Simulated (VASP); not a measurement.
## Pd: single point with revPBE

The system is Pd.

```
Pd
1.0
    -1.55968    1.55968    1.55968
     1.55968   -1.55968    1.55968
     1.55968    1.55968   -1.55968
Pd
1
Direct
  0.00000 0.00000 0.00000
```

This isn't the form of Pd at room conditions, which is fcc.

* Program: VASP 6.6.1
* Task: single point
* Functional: revPBE
* Potentials or basis: VASP PAW PBE potentials, release 64 (Pd)
* Cutoff: 500 eV
* k mesh: 16 × 16 × 16
* Occupations: fermi-dirac, width 0.1 eV
* Spin: no spin polarisation
* Dipole correction: no
* Further INCAR settings: ALGO = Normal; EDIFF = 1e-06; NBANDS = 11

```yaml
Pressure: 6.4 GPa
Band_gap_on_the_k_mesh: zero (bands 5 and 6 overlap by 1.60 eV)
```

Levels at points of the mesh, in eV from the Fermi level:
```tsv
k point	band 2	band 3	band 4	band 5	band 6	band 7	band 8	band 9
(0.00, 0.00, 0.00)	-2.84	-2.84	-2.84	-0.94	-0.94	19.31	19.31	19.31
(0.50, 0.00, 0.00)	-3.99	-1.01	-0.71	0.56	1.46	7.74	15.08	17.64
(0.50, 0.50, 0.50)	-5.03	0.19	0.19	0.19	9.17	9.17	9.17	17.34
```

It took 33 s on 1 thread of AMD EPYC 7R13, with other jobs on the host, peak memory 0.11 GiB.

Caveat: the cell stands under pressure; the PAW data sets were made with another functional, which shifts forces and pressure a little.
